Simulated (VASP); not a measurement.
# BN (P6_3/mmc) in VASP: a series of runs

BN is run at these levels: r2SCAN; tasks: single point.

All numbers are computed with VASP 6.6.1; they aren't measurements. Logs are shortened: lines on timing, memory, paths and dates and some standing lists are left out, and cuts for length are marked.

### Step 1. The cell of the first run

It takes space group P6_3/mmc (No. 194, hexagonal). The conventional cell has a = 2.128 Å, b = 2.128 Å, c = 6.661 Å, α = 90.00°, β = 90.00°, γ = 120.00°. Within 1.6 Å of B (site symmetry -6m2) lie 3 N at 1.23 Å. N (site symmetry -6m2) has 3 B at 1.23 Å within 1.6 Å.

### Step 2. Single point, r2SCAN (strain -0.1500 x Voigt [1, 1, 0, 0, 0, 0])

Contents of POSCAR:

```
BN
1.0
    2.1283929487      0.0000000000      0.0000000000
   -1.0641964744      1.8432423628      0.0000000000
    0.0000000000      0.0000000000      6.6612000000
B N
2 2
Direct
    0.3333333333      0.6666666667      0.2500000000
    0.6666666667      0.3333333333      0.7500000000
    0.3333333333      0.6666666667      0.7500000000
    0.6666666667      0.3333333333      0.2500000000
```

Contents of INCAR.step1:

```
ALGO = Normal ; EDIFF = 1E-4
ENCUT = 520 ; GGA = PE
ISMEAR = 0 ; LASPH = True
LCHARG = False ; LREAL = False
LWAVE = True ; NBANDS = 16
NELM = 80 ; PREC = Accurate
SIGMA = 0.05
```

Contents of INCAR.step2:

```
ALGO = Normal ; EDIFF = 1E-7
ENCUT = 520 ; ISIF = 2
ISMEAR = 0 ; ISTART = 1
LASPH = True ; LCHARG = False
LMIXTAU = True ; LREAL = False
LWAVE = False ; METAGGA = R2SCAN
NBANDS = 16 ; NELM = 80
PREC = Accurate ; SIGMA = 0.05
```

Contents of KPOINTS:

```
k-points
0
Gamma
  12 12 4
```

Potentials or basis: VASP PAW PBE potentials, release 64 (B, N).

Run with:

```bash
cat potpaw_PBE.64/B/POTCAR potpaw_PBE.64/N/POTCAR > POTCAR
cp INCAR.step1 INCAR
mpirun -np 1 vasp_std > vasp.out
cp INCAR.step2 INCAR
mpirun -np 1 vasp_std > vasp.out
```

OUTCAR:

```text
EDIFF = 1E-7
   ENCUT = 520
   ISIF = 2
   ISMEAR = 0
   ISTART = 1
   LASPH = True
   LREAL = False
   METAGGA = R2SCAN
   NELM = 80
   PREC = Accurate

 ion  position               nearest neighbor table
   1  0.333  0.667  0.250-   4 1.23   4 1.23   4 1.23
   2  0.667  0.333  0.750-   3 1.23   3 1.23   3 1.23
   3  0.333  0.667  0.750-   2 1.23   2 1.23   2 1.23
   4  0.667  0.333  0.250-   1 1.23   1 1.23   1 1.23

  LATTYP: Found a hexagonal cell.
 ALAT       =     2.1283929487
 C/A-ratio  =     3.1296852417

  Lattice vectors:

 A1 = (   2.1283929487,   0.0000000000,   0.0000000000)
 A2 = (  -1.0641964744,   1.8432423628,   0.0000000000)
 A3 = (   0.0000000000,   0.0000000000,   6.6612000000)

Analysis of symmetry for initial positions (statically):
=====================================================================
 Subroutine PRICEL returns:
 Original cell was already a primitive cell.

 Routine SETGRP: Setting up the symmetry group for a
 hexagonal supercell.

 Subroutine GETGRP returns: Found 24 space group operations
 (whereof 12 operations were pure point group operations)
 out of a pool of 24 trial point group operations.

The static configuration has the point symmetry D_3d.
 The point group associated with its full space group is D_6h.

Analysis of symmetry for dynamics (positions and initial velocities):
=====================================================================
 Subroutine PRICEL returns:
 Original cell was already a primitive cell.

 Routine SETGRP: Setting up the symmetry group for a
 hexagonal supercell.

 Subroutine GETGRP returns: Found 24 space group operations
 (whereof 12 operations were pure point group operations)
 out of a pool of 24 trial point group operations.

The dynamic configuration has the point symmetry D_3d.
 The point group associated with its full space group is D_6h.

 Subroutine INISYM returns: Found 24 space group operations
 (whereof 12 operations are pure point group operations),
 and found     1 'primitive' translations

----------------------------------------------------------------------------------------

                                     Primitive cell
[... 93 lines left out ...]
   ENCUT  =  520.0 eV  38.22 Ry    6.18 a.u.   3.96  3.96 12.39*2*pi/ulx,y,z
   NELM   =     80;   NELMIN=  2; NELMDL=  0     # of ELM steps
   EDIFF  = 0.1E-06   stopping-criterion for ELM
   LREAL  =      F    real-space projection
   EDIFFG = 0.1E-05   stopping-criterion for IOM
   NSW    =      0    number of steps for IOM
   IBRION =     -1    ionic relax: 0-MD 1-quasi-New 2-CG
   NFREE  =      0    steps in history (QN), initial steepest desc. (CG)
   ISIF   =      2    stress and relaxation
   ISYM   =      2    0-nonsym 1-usesym 2-fastsym
   POTIM  = 0.5000    time-step for ionic-motion
   TEBEG  =    0.0;   TEEND  =   0.0 temperature during run
   PSTRESS=    0.0 pullay stress
   NELECT =      16.0000    total number of electrons
   NUPDOWN=      -1.0000    fix difference up-down
   EMIN   =  10.00;   EMAX   =-10.00  energy-range for DOS
   EFERMI =   0.00;   METHOD = LEGACY
   ISMEAR =     0;   SIGMA  =   0.05  broadening in eV -4-tet -1-fermi 0-gaus
   EFERMI_NEDOS =   21; number of points for ismear=-14 and -15
   IALGO  =     38    algorithm
   IMIX   =      4    mixing-type and parameters
     AMIX     =   0.40;   BMIX     =  1.00
     AMIX_MAG =   1.60;   BMIX_MAG =  1.00
  volume/ion in A,a.u.               =       6.53        44.09
  Fermi-wavevector in a.u.,A,eV,Ry     =   1.390121  2.626948 26.292391  1.932436
  Thomas-Fermi vector in A             =   2.514086
   LORBIT       =      0    0 simple, 1 ext, 2 COOP (PROOUT), +10 PAW based schemes
   METAGGA = R2SCAN    functional components
   LHFCALC =     F    Hartree Fock is set to
   AEXX    =    0.0000 exact exchange contribution
   IVDW    =     0    specifies the selected vdW correction
   LEPSILON=     F    determine dielectric tensor
   LRPA    =     F    only Hartree local field effects (RPA)
 non-spin polarized calculation
 Gauss-broadening in eV      SIGMA  =   0.05
  energy-cutoff  :      520.00
  volume of cell :       26.13
 maximum number of plane-waves:       715
 NGX is ok and might be reduce to    16
   NGX =  7   NGY =  7   NGZ = 25

 number of electron      15.9999994 magnetization

 Free energy of the ion-electron system (eV)
  ---------------------------------------------------
  ext. energy  EPLUGINS =         0.00000000
  ---------------------------------------------------
  free energy    TOTEN  =       -30.22072877 eV

  energy without entropy =      -30.22072877  energy(sigma->0) =      -30.22072877

 E-fermi :   4.6590     XC(G=0): -11.8246

 val. band max:        4.4385319585   @ k =   0.3333   0.3333   0.5000
 cond. band min:       9.0727847409   @ k =   0.0000   0.0000   0.0000
 fundamental gap:      4.6342527824
 Fermi energy:         4.6590130950

 k-point     1 :       0.0000    0.0000    0.0000
  band No.  band energies     occupation
      1     -17.6804      2.00000
      2     -17.4437      2.00000
      3      -4.9918      2.00000
      4      -3.2366      2.00000
      5       3.9806      2.00000
      6       3.9806      2.00000
[... 433 lines left out ...]
      3      -3.8234      2.00000
      4      -3.7895      2.00000
      5      -0.4903      2.00000
      6       0.2413      2.00000
[... 8 lines left out ...]
     15      27.3376      0.00000
     16      28.3814      0.00000

 [... further k-points ...]

------------------------ aborting loop because EDIFF is reached ----------------------------------------

  FORCE on cell =-STRESS in cart. coord.  units (eV):
  Direction    XX          YY          ZZ          XY          YZ          ZX
  --------------------------------------------------------------------------------------
  -------------------------------------------------------------------------------------
  Total       57.6744857     57.6744857     -0.0538468     -0.0000000      0.0000000      0.0000000
  in kB     3535.9619650   3535.9619650     -3.3012936     -0.0000001      0.0000000      0.0000000
  external PRESSURE =    2356.2075455 kB  Pullay stress =       0.0000000 kB

 VOLUME and BASIS-vectors are now :
 -----------------------------------------------------------------------------
  energy-cutoff  :      520.00
  volume of cell :       26.13
      direct lattice vectors                 reciprocal lattice vectors
     2.128392949  0.000000000  0.000000000     0.469838053  0.271261127  0.000000000
    -1.064196474  1.843242363  0.000000000     0.000000000  0.542522253  0.000000000
     0.000000000  0.000000000  6.661200000     0.000000000  0.000000000  0.150123101

 POSITION                                       TOTAL-FORCE (eV/Angst)
 -----------------------------------------------------------------------------------
     -0.00000      1.22883      1.66530         0.000000      0.000000      0.000000
      1.06420      0.61441      4.99590        -0.000000     -0.000000      0.000000
     -0.00000      1.22883      4.99590        -0.000000      0.000000      0.000000
      1.06420      0.61441      1.66530         0.000000     -0.000000      0.000000
 -----------------------------------------------------------------------------------
    total drift:                               -0.000000      0.000000     -0.000000

  FREE ENERGIE OF THE ION-ELECTRON SYSTEM (eV)
  ---------------------------------------------------
  free  energy   TOTEN  =       -30.2207287718 eV

  energy  without entropy=      -30.2207287718  energy(sigma->0) =      -30.22072877
```

Wall time 56 s (1 thread of Intel Xeon 8259CL, shared host); peak memory 0.15 GiB.

Results:

```yaml
Free_energy: -30.2207 eV
Pressure: 235.6 GPa
Band_gap_on_the_k_mesh: 4.63 eV (least direct gap 5.08 eV)
```

Caveat: the cell differs from its parent crystal (strain -0.1500 x Voigt [1, 1, 0, 0, 0, 0]); the cell stands under pressure; the PAW data sets were made with another functional, which shifts forces and pressure a little.

### Step 3. Single point, r2SCAN (strain -0.1125 x Voigt [1, 1, 0, 0, 0, 0])

Changes to POSCAR since step 2:

```diff
@@ -2,4 +2,4 @@
 1.0
-    2.1283929487      0.0000000000      0.0000000000
-   -1.0641964744      1.8432423628      0.0000000000
+    2.2222926376      0.0000000000      0.0000000000
+   -1.1111463188      1.9245618788      0.0000000000
     0.0000000000      0.0000000000      6.6612000000
```

Contents of INCAR.step1:

```
ALGO     = Normal         # electronic algorithm
EDIFF    = 1E-4           # SCF threshold, eV
ENCUT    = 520            # plane-wave cutoff, eV
GGA      = PE             # functional
ISMEAR   = 0              # smearing method
LASPH    = True           # aspherical terms in the spheres
LCHARG   = False          # write CHGCAR
LREAL    = False          # projectors in reciprocal space
LWAVE    = True           # write WAVECAR
NBANDS   = 16             # bands
NELM     = 60             # most SCF steps
PREC     = Accurate       # precision mode
SIGMA    = 0.05           # smearing width, eV
```

Contents of INCAR.step2:

```
ALGO     = Normal         # electronic algorithm
EDIFF    = 1E-6           # SCF threshold, eV
ENCUT    = 520            # plane-wave cutoff, eV
ISIF     = 2              # what is computed and relaxed
ISMEAR   = 0              # smearing method
ISTART   = 1            
LASPH    = True           # aspherical terms in the spheres
LCHARG   = False          # write CHGCAR
LMIXTAU  = True         
LREAL    = False          # projectors in reciprocal space
LWAVE    = False          # write WAVECAR
METAGGA  = R2SCAN         # meta-GGA
NBANDS   = 16             # bands
NELM     = 60             # most SCF steps
PREC     = Accurate       # precision mode
SIGMA    = 0.05           # smearing width, eV
```

KPOINTS is that of step 2.

Potentials or basis: VASP PAW PBE potentials, release 64 (B, N).

Run with:

```bash
cat potpaw_PBE.64/B/POTCAR potpaw_PBE.64/N/POTCAR > POTCAR
cp INCAR.step1 INCAR
mpirun -np 1 vasp_std > vasp.out
cp INCAR.step2 INCAR
mpirun -np 1 vasp_std > vasp.out
```

OUTCAR:

```text
EDIFF = 1E-6
   ENCUT = 520
   ISIF = 2
   ISMEAR = 0
   ISTART = 1
   LASPH = True
   LREAL = False
   METAGGA = R2SCAN
   NELM = 60
   PREC = Accurate

 ion  position               nearest neighbor table
   1  0.333  0.667  0.250-   4 1.28   4 1.28   4 1.28
   2  0.667  0.333  0.750-   3 1.28   3 1.28   3 1.28
   3  0.333  0.667  0.750-   2 1.28   2 1.28   2 1.28
   4  0.667  0.333  0.250-   1 1.28   1 1.28   1 1.28

  LATTYP: Found a hexagonal cell.
 ALAT       =     2.2222926376
 C/A-ratio  =     2.9974450202

  Lattice vectors:

 A1 = (   2.2222926376,   0.0000000000,   0.0000000000)
 A2 = (  -1.1111463188,   1.9245618788,   0.0000000000)
 A3 = (   0.0000000000,   0.0000000000,   6.6612000000)

Analysis of symmetry for initial positions (statically):
=====================================================================
 Subroutine PRICEL returns:
 Original cell was already a primitive cell.

 Routine SETGRP: Setting up the symmetry group for a
 hexagonal supercell.

 Subroutine GETGRP returns: Found 24 space group operations
 (whereof 12 operations were pure point group operations)
 out of a pool of 24 trial point group operations.

The static configuration has the point symmetry D_3d.
 The point group associated with its full space group is D_6h.

Analysis of symmetry for dynamics (positions and initial velocities):
=====================================================================
 Subroutine PRICEL returns:
 Original cell was already a primitive cell.

 Routine SETGRP: Setting up the symmetry group for a
 hexagonal supercell.

 Subroutine GETGRP returns: Found 24 space group operations
 (whereof 12 operations were pure point group operations)
[... 123 lines left out ...]
   EFERMI_NEDOS =   21; number of points for ismear=-14 and -15
   IALGO  =     38    algorithm
   IMIX   =      4    mixing-type and parameters
     AMIX     =   0.40;   BMIX     =  1.00
     AMIX_MAG =   1.60;   BMIX_MAG =  1.00
  volume/ion in A,a.u.               =       7.12        48.06
  Fermi-wavevector in a.u.,A,eV,Ry     =   1.350682  2.552418 24.821660  1.824341
  Thomas-Fermi vector in A             =   2.478166
   LORBIT       =      0    0 simple, 1 ext, 2 COOP (PROOUT), +10 PAW based schemes
   METAGGA = R2SCAN    functional components
   LHFCALC =     F    Hartree Fock is set to
   AEXX    =    0.0000 exact exchange contribution
   IVDW    =     0    specifies the selected vdW correction
   LEPSILON=     F    determine dielectric tensor
   LRPA    =     F    only Hartree local field effects (RPA)
 non-spin polarized calculation
 Gauss-broadening in eV      SIGMA  =   0.05
  energy-cutoff  :      520.00
  volume of cell :       28.49
 maximum number of plane-waves:       800
 NGX is ok and might be reduce to    18
   NGX =  9   NGY =  9   NGZ = 25

 number of electron      16.0000003 magnetization

 Free energy of the ion-electron system (eV)
  ---------------------------------------------------
  ext. energy  EPLUGINS =         0.00000000
  ---------------------------------------------------
  free energy    TOTEN  =       -34.36885566 eV

  energy without entropy =      -34.36885566  energy(sigma->0) =      -34.36885566

 E-fermi :   3.9724     XC(G=0): -11.5268

 val. band max:        3.7042716473   @ k =   0.3333   0.3333   0.5000
 cond. band min:       8.7372378258   @ k =   0.0000   0.0000   0.0000
 fundamental gap:      5.0329661785
 Fermi energy:         3.9724026384

 k-point     1 :       0.0000    0.0000    0.0000
  band No.  band energies     occupation
      1     -17.4678      2.00000
      2     -17.2194      2.00000
      3      -4.7772      2.00000
      4      -2.9050      2.00000
      5       2.9282      2.00000
      6       2.9282      2.00000
[... 433 lines left out ...]
      3      -4.2814      2.00000
      4      -4.2437      2.00000
      5      -0.6862      2.00000
      6      -0.3766      2.00000
[... 8 lines left out ...]
     15      25.2736      0.00000
     16      26.6415      0.00000

 [... further k-points ...]

------------------------ aborting loop because EDIFF is reached ----------------------------------------

  FORCE on cell =-STRESS in cart. coord.  units (eV):
  Direction    XX          YY          ZZ          XY          YZ          ZX
  --------------------------------------------------------------------------------------
  -------------------------------------------------------------------------------------
  Total       38.5411533     38.5411533      0.0242820     -0.0000000     -0.0000000      0.0000000
  in kB     2167.4530019   2167.4530019      1.3655579     -0.0000000     -0.0000000      0.0000000
  external PRESSURE =    1445.4238539 kB  Pullay stress =       0.0000000 kB

 VOLUME and BASIS-vectors are now :
 -----------------------------------------------------------------------------
  energy-cutoff  :      520.00
  volume of cell :       28.49
      direct lattice vectors                 reciprocal lattice vectors
     2.222292638  0.000000000  0.000000000     0.449985741  0.259799389  0.000000000
    -1.111146319  1.924561879  0.000000000     0.000000000  0.519598778  0.000000000
     0.000000000  0.000000000  6.661200000     0.000000000  0.000000000  0.150123101

 POSITION                                       TOTAL-FORCE (eV/Angst)
 -----------------------------------------------------------------------------------
     -0.00000      1.28304      1.66530         0.000000     -0.000000      0.000000
      1.11115      0.64152      4.99590        -0.000000      0.000000      0.000000
     -0.00000      1.28304      4.99590         0.000000      0.000000      0.000000
      1.11115      0.64152      1.66530        -0.000000      0.000000      0.000000
 -----------------------------------------------------------------------------------
    total drift:                                0.000000     -0.000000      0.000000

  FREE ENERGIE OF THE ION-ELECTRON SYSTEM (eV)
  ---------------------------------------------------
  free  energy   TOTEN  =       -34.3688556571 eV

  energy  without entropy=      -34.3688556571  energy(sigma->0) =      -34.36885566
```

It took 2 min on 1 thread of Intel Xeon 8259CL, shared host; peak memory 0.15 GiB.

What came out:

```yaml
Free_energy: -34.3689 eV
Pressure: 144.5 GPa
Band_gap_on_the_k_mesh: 5.03 eV (least direct gap 5.79 eV)
```

Stress tensor (GPa, compression positive):
```
216.75   0.00   0.00
  0.00 216.75   0.00
  0.00   0.00   0.14
```

Caveat: the cell differs from its parent crystal (strain -0.1125 x Voigt [1, 1, 0, 0, 0, 0]); the cell stands under pressure; the PAW data sets were made with another functional, which shifts forces and pressure a little.

### Step 4. Single point, r2SCAN (strain -0.0750 x Voigt [1, 1, 0, 0, 0, 0])

Changes to POSCAR since step 3:

```diff
@@ -2,4 +2,4 @@
 1.0
-    2.2222926376      0.0000000000      0.0000000000
-   -1.1111463188      1.9245618788      0.0000000000
+    2.3161923265      0.0000000000      0.0000000000
+   -1.1580961633      2.0058813948      0.0000000000
     0.0000000000      0.0000000000      6.6612000000
```

Contents of INCAR.step1:

```
SYSTEM = BN
PREC = Accurate
ENCUT = 520
ISMEAR = 0
SIGMA = 0.05
LREAL = .FALSE.
LASPH = .TRUE.
NELM = 60
NBANDS = 16
GGA = PE
ALGO = Normal
EDIFF = 1E-4
LWAVE = .TRUE.
LCHARG = .FALSE.
```

Contents of INCAR.step2:

```
SYSTEM = BN
PREC = Accurate
ENCUT = 520
EDIFF = 1E-6
ISMEAR = 0
SIGMA = 0.05
LREAL = .FALSE.
LASPH = .TRUE.
NELM = 60
ALGO = Normal
ISIF = 2
LWAVE = .FALSE.
LCHARG = .FALSE.
METAGGA = R2SCAN
LMIXTAU = .TRUE.
NBANDS = 16
ISTART = 1
```

Contents of KPOINTS:

```
Automatic mesh
0
G
  12 12 4
  0 0 0
```

Run with:

```bash
cat potpaw_PBE.64/B/POTCAR potpaw_PBE.64/N/POTCAR > POTCAR
cp INCAR.step1 INCAR
mpirun -np 1 vasp_std > vasp.out
cp INCAR.step2 INCAR
mpirun -np 1 vasp_std > vasp.out
```

Run time: 2.5 min. Hardware: 1 thread of Intel Xeon 8259CL, shared host; peak memory 0.16 GiB.

Results (log left out):

* Free energy: -36.9061 eV
* Pressure: 79.3 GPa
* Band gap on the k mesh: 5.24 eV (least direct gap 5.97 eV)

Stress tensor (GPa, compression positive):
```
118.76   0.00   0.00
  0.00 118.76   0.00
  0.00   0.00   0.42
```

Levels at points of the mesh, in eV from the valence-band top:
```
           k point  band 5  band 6  band 7  band 8  band 9  band 10  band 11  band 12
(0.00, 0.00, 0.00)   -1.02   -1.02   -1.00   -1.00    5.33    11.40    14.40    14.40
(0.50, 0.00, 0.00)   -4.67   -4.63   -1.64   -0.73    5.24     6.78    12.28    13.47
(0.00, 0.00, 0.50)   -1.01   -1.01   -1.01   -1.01    7.96     7.96    14.45    14.45
(0.50, 0.00, 0.50)   -4.65   -4.65   -1.18   -1.18    5.78     5.78    13.20    13.20
```

Caveat: the cell differs from its parent crystal (strain -0.0750 x Voigt [1, 1, 0, 0, 0, 0]); the cell stands under pressure; the PAW data sets were made with another functional, which shifts forces and pressure a little.

(Continued in part 2 of 2.)
